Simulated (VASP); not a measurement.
Write the native input for VASP 6.6.1 that does the following.

- Task: relaxation of cell and atoms
- Functional: PBEsol
- Potentials or basis: VASP PAW PBE potentials, release 64 (Li_sv, F)
- Cutoff: 750 eV
- k mesh: 10 × 10 × 10
- Occupations: gaussian, width 0.02 eV
- Spin: no spin polarisation
- Dipole correction: no
- Further INCAR settings: ALGO = Normal; EDIFF = 1e-07; IBRION = 2; EDIFFG = -0.005; NSW = 70; ISIF = 3

The structure of LiF lies in POSCAR:

```
LiF
1.0
    0.0000000000      2.0335339274      2.0335339274
    2.0335339274      0.0000000000      2.0335339274
    2.0335339274      2.0335339274      0.0000000000
Li F
1 1
Direct
    0.0000000000      0.0000000000      0.0000000000
    0.5000000000      0.5000000000      0.5000000000
```

The input as run:

INCAR

```
ALGO = Normal
EDIFF = 1E-7
EDIFFG = -0.005
ENCUT = 750
GGA = PS
GGA_COMPAT = F
IBRION = 2
ISIF = 3
ISMEAR = 0
LASPH = T
LCHARG = F
LREAL = F
LWAVE = F
NELM = 120
NELMIN = 4
NSW = 70
PREC = Accurate
SIGMA = 0.02
```

KPOINTS

```
k-points
0
Gamma
  10 10 10
```

Potentials or basis: VASP PAW PBE potentials, release 64 (Li_sv, F).

The run is started by

```console
$ cat potpaw_PBE.64/Li_sv/POTCAR potpaw_PBE.64/F/POTCAR > POTCAR
$ mpirun -np 1 vasp_std > vasp.out
```

It gave:

```json
{
  "Relaxed volume": "8.01 Å³/atom",
  "Relaxed cell": "a = 2.830 Å, b = 2.830 Å, c = 2.830 Å, α = 60.00°, β = 60.00°, γ = 60.00°",
  "Space group after relaxing (to 0.1 Å)": "Fm-3m (No. 225)",
  "Energy gained by relaxing": "4.3 meV/atom",
  "Ionic steps": "4",
  "Pressure after relaxing": "0.0 GPa",
  "Band gap on the k mesh": "9.08 eV"
}
```

Caveat: the PAW data sets were made with another functional, which shifts forces and pressure a little.

Run time: 37 s on 1 thread of AMD EPYC 7R43 64-Core Processor (Zen 3), with other jobs on the host, peak memory 0.13 GiB.
